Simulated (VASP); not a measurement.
Here is a VASP 6.6.1 calculation.

Contents of INCAR:

```
PREC = Accurate
ENCUT = 520
EDIFF = 1E-6
ISMEAR = -1
SIGMA = 0.02
LREAL = False
LASPH = True
NELM = 100
ALGO = Normal
ISIF = 2
LWAVE = False
LCHARG = False
GGA = PE
NBANDS = 21
```

Contents of KPOINTS:

```
regular mesh
0
Gamma
  6 6 6
```

The input POSCAR:

```
Si3Ge
1.0
    3.8880966146      0.0000000000      0.0000000000
    0.0000000000      3.8880966146      0.0000000000
    0.0000000000      0.0000000000      5.4836776114
Si Ge
3 1
Direct
    0.5000000000      0.0000000000      0.7548774919
    0.5000000000      0.5000000000      0.0000000000
    0.0000000000      0.5000000000      0.2451225081
    0.0000000000      0.0000000000      0.5000000000
```

Potentials or basis: VASP PAW PBE potentials, release 64 (Si, Ge_d).

Command:

```console
$ cat potpaw_PBE.64/Si/POTCAR potpaw_PBE.64/Ge_d/POTCAR > POTCAR
$ mpirun -np 1 vasp_std > vasp.out
```

Task: Estimate the largest force.

Result: 0.087 eV/Å.

Task: Estimate the pressure.

Result: 1.7 GPa.

Task: Estimate the band gap on the k mesh.

Result: 0.38 eV, indirect (least direct gap 0.64 eV).

Forces in eV/Å, atoms in the order of the input:
```
Si   0.000  0.000  0.087
Si   0.000  0.000  0.000
Si   0.000  0.000 -0.087
Ge   0.000  0.000  0.000
```

A k mesh can miss the band edges.
